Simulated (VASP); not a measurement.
# ScAl2Sb2As (P6/mmm) in VASP: notebook

ScAl2Sb2As is run at these levels: PBE; tasks: single point.

Program: VASP 6.6.1. These are calculated values, not measurements. Logs are shortened: lines on timing, memory, paths and dates and some standing lists are left out, and cuts for length are marked.

### 1 The cell of the first run

It takes space group P6/mmm (No. 191, hexagonal). Conventional cell: a = 4.431 Å, b = 4.431 Å, c = 9.169 Å, α = 90.00°, β = 90.00°, γ = 120.00°. Sc (site symmetry 6/mmm) has 2 Al at 2.79 Å within 3.7 Å. Al (site symmetry 6mm) has 1 As at 1.80 Å within 2.4 Å. Within 3.4 Å of Sb (site symmetry -6m2) lie 3 Sb at 2.56 Å and 3 As at 2.56 Å and 6 Al at 3.13 Å. Within 2.4 Å of As (site symmetry 6/mmm) lie 2 Al at 1.80 Å.

The cell was built from a structure type or drawn by symmetry, and may not be a known phase.

### 2 Single point, PBE

Input file INCAR:

```
ALGO = Normal
EDIFF = 1E-6
ENCUT = 520
GGA = PE
ISIF = 2
ISMEAR = 0
LASPH = T
LCHARG = F
LREAL = F
LWAVE = F
NBANDS = 25
NELM = 60
PREC = Accurate
SIGMA = 0.1
```

Input file KPOINTS:

```
k-points
0
Gamma
  6 6 2
```

Input file POSCAR:

```
ScAl2Sb2As
1.0
    4.4306081200      0.0000000000      0.0000000000
   -2.2153040600      3.8370191900      0.0000000000
    0.0000000000      0.0000000000      9.1693669200
Sc Al Sb As
1 2 2 1
Direct
    0.0000000000      0.0000000000      0.0000000000
    0.0000000000      0.0000000000      0.6962650200
    0.0000000000      0.0000000000      0.3037349800
    0.3333333300      0.6666666700      0.5000000000
    0.6666666700      0.3333333300      0.5000000000
    0.0000000000      0.0000000000      0.5000000000
```

Potentials or basis: VASP PAW PBE potentials, release 64 (Sc_sv, Al, Sb, As).

Command:

```sh
$ cat potpaw_PBE.64/Sc_sv/POTCAR potpaw_PBE.64/Al/POTCAR potpaw_PBE.64/Sb/POTCAR potpaw_PBE.64/As/POTCAR > POTCAR
$ mpirun -np 1 vasp_std > vasp.out
```

OUTCAR:

```text
EDIFF = 1E-6
   ENCUT = 520
   GGA = PE
   ISIF = 2
   ISMEAR = 0
   LASPH = T
   LREAL = F
   NELM = 60
   PREC = Accurate

 ion  position               nearest neighbor table
   1  0.000  0.000  0.000-   2 2.79   3 2.79
   2  0.000  0.000  0.696-   6 1.80   1 2.79   5 3.13   4 3.13   5 3.13   4 3.13   5 3.13   4 3.13

   3  0.000  0.000  0.304-   6 1.80   1 2.79   5 3.13   4 3.13   5 3.13   4 3.13   5 3.13   4 3.13

   4  0.333  0.667  0.500-   6 2.56   5 2.56   5 2.56   6 2.56   6 2.56   5 2.56   2 3.13   3 3.13
                             2 3.13   3 3.13   2 3.13   3 3.13
   5  0.667  0.333  0.500-   6 2.56   4 2.56   4 2.56   6 2.56   6 2.56   4 2.56   2 3.13   3 3.13
                             3 3.13   2 3.13   3 3.13   2 3.13
   6  0.000  0.000  0.500-   2 1.80   3 1.80   4 2.56   5 2.56   5 2.56   4 2.56   5 2.56   4 2.56

  LATTYP: Found a hexagonal cell.
 ALAT       =     4.4306081200
 C/A-ratio  =     2.0695504255

  Lattice vectors:

 A1 = (   4.4306081200,   0.0000000000,   0.0000000000)
 A2 = (  -2.2153040600,   3.8370191900,   0.0000000000)
 A3 = (   0.0000000000,   0.0000000000,   9.1693669200)

Analysis of symmetry for initial positions (statically):
=====================================================================
 Subroutine PRICEL returns:
 Original cell was already a primitive cell.

 Routine SETGRP: Setting up the symmetry group for a
 hexagonal supercell.

 Subroutine GETGRP returns: Found 24 space group operations
 (whereof 24 operations were pure point group operations)
 out of a pool of 24 trial point group operations.

The static configuration has the point symmetry D_6h.

Analysis of symmetry for dynamics (positions and initial velocities):
=====================================================================
 Subroutine PRICEL returns:
 Original cell was already a primitive cell.

 Routine SETGRP: Setting up the symmetry group for a
 hexagonal supercell.

 Subroutine GETGRP returns: Found 24 space group operations
 (whereof 24 operations were pure point group operations)
 out of a pool of 24 trial point group operations.

The dynamic configuration has the point symmetry D_6h.

 Subroutine INISYM returns: Found 24 space group operations
 (whereof 24 operations are pure point group operations),
 and found     1 'primitive' translations

[... 90 lines left out ...]
   NELM   =     60;   NELMIN=  2; NELMDL= -5     # of ELM steps
   EDIFF  = 0.1E-05   stopping-criterion for ELM
   LREAL  =      F    real-space projection
   EDIFFG = 0.1E-04   stopping-criterion for IOM
   NSW    =      0    number of steps for IOM
   IBRION =     -1    ionic relax: 0-MD 1-quasi-New 2-CG
   NFREE  =      0    steps in history (QN), initial steepest desc. (CG)
   ISIF   =      2    stress and relaxation
   ISYM   =      2    0-nonsym 1-usesym 2-fastsym
   POTIM  = 0.5000    time-step for ionic-motion
   TEBEG  =    0.0;   TEEND  =   0.0 temperature during run
   PSTRESS=    0.0 pullay stress
   NELECT =      32.0000    total number of electrons
   NUPDOWN=      -1.0000    fix difference up-down
   EMIN   =  10.00;   EMAX   =-10.00  energy-range for DOS
   EFERMI =   0.00;   METHOD = LEGACY
   ISMEAR =     0;   SIGMA  =   0.10  broadening in eV -4-tet -1-fermi 0-gaus
   EFERMI_NEDOS =   21; number of points for ismear=-14 and -15
   IALGO  =     38    algorithm
   IMIX   =      4    mixing-type and parameters
     AMIX     =   0.40;   BMIX     =  1.00
     AMIX_MAG =   1.60;   BMIX_MAG =  1.00
  volume/ion in A,a.u.               =      25.98       175.32
  Fermi-wavevector in a.u.,A,eV,Ry     =   0.965738  1.824980 12.689469  0.932650
  Thomas-Fermi vector in A             =   2.095480
   LORBIT       =      0    0 simple, 1 ext, 2 COOP (PROOUT), +10 PAW based schemes
   GGA     = PE    functional components
   LHFCALC =     F    Hartree Fock is set to
   AEXX    =    0.0000 exact exchange contribution
   IVDW    =     0    specifies the selected vdW correction
   LEPSILON=     F    determine dielectric tensor
   LRPA    =     F    only Hartree local field effects (RPA)
 non-spin polarized calculation
 Gauss-broadening in eV      SIGMA  =   0.10
  energy-cutoff  :      520.00
  volume of cell :      155.88
 maximum number of plane-waves:      4212
 NGX is ok and might be reduce to    36
   NGX = 17   NGY = 17   NGZ = 35

 number of electron      32.0000001 magnetization

 Free energy of the ion-electron system (eV)
  ---------------------------------------------------
  ext. energy  EPLUGINS =         0.00000000
  ---------------------------------------------------
  free energy    TOTEN  =        -7.41132196 eV

  energy without entropy =       -7.38466206  energy(sigma->0) =       -7.39799201

 E-fermi :   5.7538     XC(G=0):  -8.9098

 val. band max:        5.7407097601   @ k =   0.5000   0.0000   0.0000
 cond. band min:       5.7641419738   @ k =   0.3333  -0.0000   0.5000
 fundamental gap:      0.0234322138
 Fermi energy:         5.7538236604

 k-point     1 :       0.0000    0.0000    0.0000
  band No.  band energies     occupation
      1     -45.0812      2.00000
      2     -23.8265      2.00000
      3     -23.8265      2.00000
      4     -23.3594      2.00000
      5     -12.6247      2.00000
      6      -3.9962      2.00000
[... 381 lines left out ...]
     24       8.0625      0.00000
     25      10.0077      0.00000

------------------------ aborting loop because EDIFF is reached ----------------------------------------

  FORCE on cell =-STRESS in cart. coord.  units (eV):
  Direction    XX          YY          ZZ          XY          YZ          ZX
  --------------------------------------------------------------------------------------
  -------------------------------------------------------------------------------------
  Total       38.6927795     38.6927795     66.9641700     -0.0000000      0.0000000      0.0000000
  in kB      397.6892470    397.6892478    688.2661494     -0.0000000      0.0000000      0.0000000
  external PRESSURE =     494.5482148 kB  Pullay stress =       0.0000000 kB

 VOLUME and BASIS-vectors are now :
 -----------------------------------------------------------------------------
  energy-cutoff  :      520.00
  volume of cell :      155.88
      direct lattice vectors                 reciprocal lattice vectors
     4.430608120  0.000000000  0.000000000     0.225702651  0.130309486  0.000000000
    -2.215304060  3.837019190  0.000000000     0.000000000  0.260618973  0.000000000
     0.000000000  0.000000000  9.169366920     0.000000000  0.000000000  0.109058783

 POSITION                                       TOTAL-FORCE (eV/Angst)
 -----------------------------------------------------------------------------------
      0.00000      0.00000      0.00000        -0.000000      0.000000     -0.000000
      0.00000      0.00000      6.38431        -0.000000      0.000000     18.266552
      0.00000      0.00000      2.78506        -0.000000     -0.000000    -18.266552
     -0.00000      2.55801      4.58468        -0.000000      0.000000      0.000000
      2.21530      1.27901      4.58468         0.000000     -0.000000     -0.000000
      0.00000      0.00000      4.58468        -0.000000      0.000000     -0.000000
 -----------------------------------------------------------------------------------
    total drift:                               -0.000000      0.000000      0.000000

  FREE ENERGIE OF THE ION-ELECTRON SYSTEM (eV)
  ---------------------------------------------------
  free  energy   TOTEN  =        -7.4113219560 eV

  energy  without entropy=       -7.3846620616  energy(sigma->0) =       -7.39799201
```

OSZICAR:

```text
N       E                     dE             d eps       ncg     rms          rms(c)
DAV:   1     0.256458949783E+03    0.25646E+03   -0.11812E+04   700   0.109E+03
DAV:   2     0.146302293674E+02   -0.24183E+03   -0.23068E+03   748   0.304E+02
DAV:   3    -0.108134043992E+02   -0.25444E+02   -0.23115E+02  1063   0.852E+01
DAV:   4    -0.121622081044E+02   -0.13488E+01   -0.13108E+01   976   0.205E+01
DAV:   5    -0.122197938208E+02   -0.57586E-01   -0.57277E-01  1032   0.436E+00    0.127E+01
DAV:   6    -0.936731392366E+01    0.28525E+01   -0.20991E+01   991   0.189E+01    0.107E+01
DAV:   7    -0.799784178841E+01    0.13695E+01   -0.17231E+01  1041   0.229E+01    0.607E+00
DAV:   8    -0.747279987685E+01    0.52504E+00   -0.13469E+00  1005   0.720E+00    0.216E+00
DAV:   9    -0.741613381073E+01    0.56666E-01   -0.30014E-01  1060   0.273E+00    0.686E-01
DAV:  10    -0.741204981260E+01    0.40840E-02   -0.16325E-02  1047   0.956E-01    0.302E-01
DAV:  11    -0.741164531569E+01    0.40450E-03   -0.91075E-03  1020   0.639E-01    0.128E-01
DAV:  12    -0.741131922856E+01    0.32609E-03   -0.10326E-03   996   0.222E-01    0.544E-02
DAV:  13    -0.741132940944E+01   -0.10181E-04   -0.33683E-04  1030   0.104E-01    0.162E-02
DAV:  14    -0.741132474087E+01    0.46686E-05   -0.13838E-05   806   0.236E-02    0.129E-02
DAV:  15    -0.741132206825E+01    0.26726E-05   -0.73310E-06  1054   0.155E-02    0.358E-03
DAV:  16    -0.741132195599E+01    0.11226E-06   -0.16590E-06   673   0.780E-03
   1 F= -.74113220E+01 E0= -.73979920E+01  d E =-.266599E-01
```

stdout:

```text
POSCAR found type information on POSCAR ScAlSbAs
 POSCAR found :  4 types and       6 ions
 scaLAPACK will be used
 LDA part: xc-table for (Slater+PW92), standard interpolation
 POSCAR, INCAR and KPOINTS ok, starting setup
 FFT: planning ... GRIDC
 FFT: planning ... GRID_SOFT
 FFT: planning ... GRID
 WAVECAR not read
 entering main loop
```

It took 75 s on 1 thread of Intel Xeon Platinum 8488C (Sapphire Rapids), shared host; peak memory 0.33 GiB.

Results:

```
Free energy            : -7.4113 eV
Pressure               : 49.5 GPa
Largest force          : 18.267 eV/Å
Band gap on the k mesh : zero (bands 16 and 17 overlap by 0.33 eV)
```

Forces in eV/Å, atoms in the order of the input:
```
Sc    0.000   0.000   0.000
Al    0.000   0.000  18.267
Al    0.000   0.000 -18.267
Sb    0.000   0.000   0.000
Sb    0.000   0.000   0.000
As    0.000   0.000   0.000
```

Levels at points of the mesh, in eV from the Fermi level:
| k point | band 14 | band 15 | band 16 | band 17 | band 18 | band 19 |
| --- | --- | --- | --- | --- | --- | --- |
| (0.00, 0.00, 0.00) | -2.38 | -1.25 | -0.82 | 0.37 | 0.37 | 0.67 |
| (0.50, 0.00, 0.00) | -0.59 | -0.41 | -0.23 | -0.01 | 0.24 | 0.65 |
| (0.00, 0.00, 0.50) | -3.42 | -1.80 | -0.49 | 0.66 | 0.66 | 0.68 |
| (0.50, 0.00, 0.50) | -0.59 | -0.26 | -0.23 | 0.05 | 0.40 | 0.67 |

Caveat: the cell stands under pressure; spin-orbit coupling is left out, which moves the levels of the heavy elements; forces of over 1 eV/Å act on the atoms, so gaps and moduli don't describe the material at rest.

### 3 Single point, PBE

This run uses another cell than the first one, of 42.68 Å³/atom.

Edit INCAR of step 2 so:

```diff
@@ -11,3 +11,3 @@
 NBANDS = 25
-NELM = 60
+NELM = 100
 PREC = Accurate
```

KPOINTS is that of step 2.

Input file POSCAR:

```
ScAl2Sb2As
1.0
    5.3512761427      0.0000000000      0.0000000000
   -2.6756380714      4.6343410823      0.0000000000
    0.0000000000      0.0000000000     10.3247567992
Sc Al Sb As
1 2 2 1
Direct
    0.0000000000      0.0000000000      0.0000000000
    0.0000000000      0.0000000000      0.7283611121
    0.0000000000      0.0000000000      0.2716388879
    0.3333333333      0.6666666667      0.5000000000
    0.6666666667      0.3333333333      0.5000000000
    0.0000000000      0.0000000000      0.5000000000
```

Potentials or basis: VASP PAW PBE potentials, release 64 (Sc_sv, Al, Sb, As).

Command:

```sh
$ cat potpaw_PBE.64/Sc_sv/POTCAR potpaw_PBE.64/Al/POTCAR potpaw_PBE.64/Sb/POTCAR potpaw_PBE.64/As/POTCAR > POTCAR
$ mpirun -np 1 vasp_std > vasp.out
```

Run time: 2.6 min. Hardware: 1 thread of Intel Xeon Platinum 8488C (Sapphire Rapids), shared host; peak memory 0.42 GiB.

It converged, with:

- Free energy: -20.3682 eV
- Pressure: -0.2 GPa
- Largest force: 0.004 eV/Å
- Band gap on the k mesh: zero (bands 16 and 17 overlap by 0.15 eV)

Forces on the atoms (eV/Å):
```
Sc   0.000  0.000  0.000
Al   0.000  0.000  0.004
Al   0.000  0.000 -0.004
Sb   0.000  0.000  0.000
Sb   0.000  0.000  0.000
As   0.000  0.000  0.000
```

Stress tensor (GPa, compression positive):
```
-0.27  0.00  0.00
 0.00 -0.27  0.00
 0.00  0.00  0.06
```

Levels at points of the mesh, in eV from the Fermi level:
```
           k point  band 13  band 14  band 15  band 16  band 17  band 18  band 19  band 20
(0.00, 0.00, 0.00)    -3.03    -1.94    -1.12    -0.58     0.15     0.15     0.37     0.37
(0.50, 0.00, 0.00)    -0.82    -0.30    -0.26    -0.03    -0.03     0.04     0.11     0.61
(0.00, 0.00, 0.50)    -3.03    -3.03    -1.16    -0.34     0.28     0.28     0.37     0.37
(0.50, 0.00, 0.50)    -0.84    -0.36    -0.25    -0.17     0.13     0.15     0.47     0.61
```

Caveat: spin-orbit coupling is left out, which moves the levels of the heavy elements.
